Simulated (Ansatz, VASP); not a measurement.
# One calculation of O, two programs

```
CELL_PARAMETERS angstrom
1.38105 0.77345 3.38585
-1.46565 0.80192 3.41432
-0.01765 -1.67762 3.42474
ATOMIC_POSITIONS crystal
O 0.05770 0.05770 0.05770
O 0.94230 0.94230 0.94230
```

Change from the starting cell: equal xy, yz and zx shear strains of -2 %, crystal datasets.

Alike in both runs: task electric field gradients; functional PBEsol; k mesh 10 × 10 × 10; occupations fermi-dirac, width 0.02 eV; no spin polarisation.

|  | VASP | Ansatz |
| --- | --- | --- |
| version | VASP 6.6.1 | Ansatz 0.2.0 |
| potentials or method | VASP PAW PBE potentials, release 64 (O), cutoff 520 eV | all-electron PAW with datasets made for the crystal, scalar-relativistic |

```tsv
	VASP	Ansatz	Ansatz less VASP
pressure (GPa)	5.9	1.9	-4.06
traceless stress, the component that is largest in VASP (GPa)	29.55	20.76	-8.796
rms of the force components (eV/Å)	2.265	1.289	-0.9769
size of Vzz on the site where it differs most (V/Å²)	116.0	109.2	-6.85
```

VASP's potentials were made for PBE, not for PBEsol. Atom by atom the forces differ by 0.978 eV/Å (rms over components). Ansatz ran all-electron here, and VASP with PAW potentials.

Noted on VASP's run: the standard files for N, O and F lose accuracy on very short bonds; spin is off for a triplet molecule.
